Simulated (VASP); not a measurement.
Wanted: the native input for a VASP 6.6.1 run.

- Task: single point
- Functional: PBE
- Potentials or basis: VASP PAW PBE potentials, release 64 (Sn_d, O)
- Cutoff: 520 eV
- k mesh: 19 × 19 × 19
- Occupations: fermi-dirac, width 0.0612256 eV
- Spin: no spin polarisation
- Dipole correction: no
- Further INCAR settings: ALGO = Normal; EDIFF = 1e-07; NBANDS = 20

The structure of SnO2 (fluorite type) lies in POSCAR:

```
SnO2
1.0
    0.0000000000      2.6052814978      2.6052814978
    2.6052814978      0.0000000000      2.6052814978
    2.6052814978      2.6052814978      0.0000000000
Sn O
1 2
Direct
    0.0000000000      0.0000000000      0.0000000000
    0.2500000000      0.2500000000      0.2500000000
    0.7500000000      0.7500000000      0.7500000000
```

The input as run:

INCAR

```
SYSTEM = SnO2
PREC = Accurate
ENCUT = 520
EDIFF = 1E-7
ISMEAR = -1
SIGMA = 0.06122561905347299
LREAL = .False.
LASPH = .True.
NELM = 60
ALGO = Normal
ISIF = 2
LWAVE = .False.
LCHARG = .False.
GGA = PE
NBANDS = 20
```

KPOINTS

```
Automatic mesh
0
Gamma
  19 19 19
  0 0 0
```

Potentials or basis: VASP PAW PBE potentials, release 64 (Sn_d, O).

Command:

```sh
$ cat potpaw_PBE.64/Sn_d/POTCAR potpaw_PBE.64/O/POTCAR > POTCAR
$ mpirun -np 1 vasp_std > vasp.out
```

It gave:

```yaml
Pressure: -6.1 GPa
Band_gap_on_the_k_mesh: zero (bands 13 and 14 overlap by 0.49 eV)
```

Caveat: the cell stands under tension; semilocal functionals underestimate gaps, so a narrow gap can read as zero; spin-orbit coupling is left out, which moves the levels of the heavy elements.

Wall time 60 s on 1 thread of Intel(R) Xeon(R) 6975P-C (Granite Rapids), on a shared host, peak memory 0.26 GiB.
